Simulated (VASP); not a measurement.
The system is FeNi3.

```
Fe Ni
1.0
     3.51042    0.00000    0.00000
     0.00000    3.51042    0.00000
     0.00000    0.00000    3.51042
Fe Ni
1 3
Direct
  0.00000 0.00000 0.00000
  0.00000 0.50000 0.50000
  0.50000 0.50000 0.00000
  0.50000 0.00000 0.50000
```

```yaml
Program: VASP 6.6.1
Task: relaxation of cell and atoms
Functional: PBE
Potentials_or_basis: VASP PAW PBE potentials, release 64 (Fe, Ni)
Cutoff: 600 eV
k_mesh: 12 × 12 × 12
Occupations: gaussian, width 0.1 eV
Spin: collinear spin, ferromagnetic start
Starting_moments: "[3.18, 0.78, 0.78, 0.78] μB"
```

At the start: pressure 5.7 GPa; volume 10.81 Å³/atom.

**Question.** Where does the relaxation end?

**Answer.** Over 6 steps the energy falls by 5.2 meV/atom and the volume is 11.11 Å³/atom (+2.7 %); space group Pm-3m (No. 221, to 0.05 Å); moment 4.78 μB per cell.

The path:
```csv
step,energy change (eV),largest force (eV/Å),pressure (GPa),volume (Å³)
1,0.0000,0.0000,5.72,43.26
2,-0.0001,0.0000,-4.98,45.72
3,-0.0207,0.0000,0.22,44.46
4,-0.0207,0.0000,-0.14,44.51
5,-0.0207,0.0000,-0.11,44.48
6,-0.0207,0.0000,0.07,44.44
```

Final structure:
```
Fe Ni
1.0
     3.54198    0.00000    0.00000
     0.00000    3.54198    0.00000
     0.00000    0.00000    3.54198
Fe Ni
1 3
Direct
  0.00000 0.00000 0.00000
  0.00000 0.50000 0.50000
  0.50000 0.50000 0.00000
  0.50000 0.00000 0.50000
```
